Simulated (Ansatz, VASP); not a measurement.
KF: VASP beside Ansatz

Contents of INCAR:

```
ALGO = Normal
EDIFF = 1E-7
ENCUT = 520
GGA = PE
ISIF = 2
ISMEAR = -1
LASPH = True
LCHARG = False
LREAL = False
LWAVE = False
NBANDS = 15
NELM = 100
PREC = Accurate
SIGMA = 0.02
```

Contents of KPOINTS:

```
k-points
0
Gamma
  8 8 8
```

POSCAR

```
KF
1.0
    0.0000000000      2.9354012355      2.9354012355
    2.9354012355      0.0000000000      2.9354012355
    2.9354012355      2.9354012355      0.0000000000
K F
1 1
Direct
    0.0000000000      0.0000000000      0.0000000000
    0.2500000000      0.2500000000      0.2500000000
```

Input for Ansatz:

```yaml
crystal:
  lattice:
    - [0.0, 2.9354012355, 2.9354012355]
    - [2.9354012355, 0.0, 2.9354012355]
    - [2.9354012355, 2.9354012355, 0.0]
  atoms:
    - { symbol: K, position: [0.0, 0.0, 0.0] }
    - { symbol: F, position: [0.25, 0.25, 0.25] }
kpoints:
  mp_grid: { grid: [8, 8, 8] }
  band_path:
    path:
      - [[0.0, 0.0, 0.0], [-0.5, -0.5, -3.298086389524e-34], [-0.375, -0.375, 0.25]]
      - [[-0.375, -1.273867766452e-17, 0.375], [0.0, 0.0, 0.0], [-8.492451776344e-18, -8.492451776344e-18, 0.5], [-0.5, -0.25, 0.25], [-0.5, -0.5, -3.298086389524e-34]]
    npoints: 10
hamiltonian:
  xc: pbe
scf:
  occupations: { method: fermi_dirac, width: 0.02 }
  n_extra_bands: 4
output:
  forces: true
  stress: true
  eigenvalues: true
```

Alike in both runs: task single point; functional PBE; k mesh 8 × 8 × 8; occupations fermi-dirac, width 0.02 eV; no spin polarisation.

|  | VASP | Ansatz |
| --- | --- | --- |
| version | VASP 6.6.1 | Ansatz 0.2.0 |
| potentials or method | VASP PAW PBE potentials, release 64 (K_sv, F) | plane waves, PAW |
| plane-wave cutoff (eV) | 520 | 420 |
| valence electrons in the cell | 16 | 16 |

Ansatz gave:

- gap on the k mesh at the Fermi level (eV): 5.17
- pressure (GPa): 0.9

Task: What did VASP give for the same quantities?

Result: gap on the k mesh at the Fermi level (eV): 5.16; pressure (GPa): 0.9.
